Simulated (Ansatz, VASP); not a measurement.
Sr4HfO: VASP beside Ansatz

File INCAR:

```
PREC     = Accurate       # precision mode
ENCUT    = 600            # plane-wave cutoff, eV
EDIFF    = 1E-6           # SCF threshold, eV
ISMEAR   = 0              # smearing method
SIGMA    = 0.1            # smearing width, eV
LREAL    = F              # projectors in reciprocal space
LASPH    = T              # aspherical terms in the spheres
NELM     = 100            # most SCF steps
ALGO     = Normal         # electronic algorithm
ISIF     = 3              # what is computed and relaxed
LWAVE    = F              # write WAVECAR
LCHARG   = F              # write CHGCAR
GGA      = PE             # functional
IBRION   = 2              # ionic algorithm
NSW      = 90             # ionic steps
EDIFFG   = -0.04          # ionic threshold
```

The input KPOINTS:

```
regular mesh
0
Gamma
  6 6 2
```

The input POSCAR:

```
Sr4HfO
1.0
    4.8378353500      0.0000000000      0.0000000000
   -2.4189176700      4.1896883100      0.0000000000
    0.0000000000      0.0000000000      7.8764923900
Sr Hf O
4 1 1
Direct
    0.3333333300      0.6666666700      0.2971709200
    0.6666666700      0.3333333300      0.2971709200
    0.6666666700      0.3333333300      0.7028290800
    0.3333333300      0.6666666700      0.7028290800
    0.0000000000      0.0000000000      0.5000000000
    0.0000000000      0.0000000000      0.0000000000
```

Input for Ansatz:

```yaml
crystal:
  lattice:
    - [4.83783535, 0.0, 0.0]
    - [-2.41891767, 4.18968831, 0.0]
    - [0.0, 0.0, 7.87649239]
  atoms:
    - { symbol: Sr, position: [0.33333333, 0.66666667, 0.29717092] }
    - { symbol: Sr, position: [0.66666667, 0.33333333, 0.29717092] }
    - { symbol: Sr, position: [0.66666667, 0.33333333, 0.70282908] }
    - { symbol: Sr, position: [0.33333333, 0.66666667, 0.70282908] }
    - { symbol: Hf, position: [0.0, 0.0, 0.5] }
    - { symbol: O, position: [0.0, 0.0, 0.0] }
basis:
  ecutwfc: 420
kpoints:
  mp_grid: { grid: [6, 6, 2] }
hamiltonian:
  xc: pbe
scf:
  occupations: { method: gaussian, width: 0.1 }
  lower_state_search: "off"
output:
  forces: true
  stress: true
  eigenvalues: true
relax:
  adjacent_minimum: "off"
  f_tol: 0.04
  max_steps: 70
  cell: { stress_tol: 0.4 }
```

Alike in both runs: task relaxation of cell and atoms; functional PBE; k mesh 6 × 6 × 2; occupations gaussian, width 0.1 eV; no spin polarisation.

```csv
,VASP,Ansatz
version,VASP 6.6.1,Ansatz 0.2.0
potentials or method,"VASP PAW PBE potentials, release 64 (Sr_sv, Hf_pv, O), cutoff 600 eV","scalar-relativistic, plane waves, PAW"
valence electrons in the cell,56,72
```

Ansatz gave:

- gap on the k mesh at the Fermi level, each at its own relaxed structure (eV): none
- relaxed volume (Å³/atom): 33.86
- relaxed cell length with the largest relative difference (Å): 5.853

Problem. Estimate VASP's values.

Solution. gap on the k mesh at the Fermi level, each at its own relaxed structure (eV): none; relaxed volume (Å³/atom): 33.62; relaxed cell length with the largest relative difference (Å): 5.838.

A gap of «none» marks a metal or a gap that the smearing closes. VASP's potentials hold 56 valence electrons a cell and Ansatz's 72, so a difference there can come from the potentials and not from the codes.

The k mesh is coarse, so the values compare programs but aren't converged. Neither program's run includes spin-orbit coupling. Noted on VASP's run: the volume moved by over 15 % at a fixed basis, so the end points are rough.
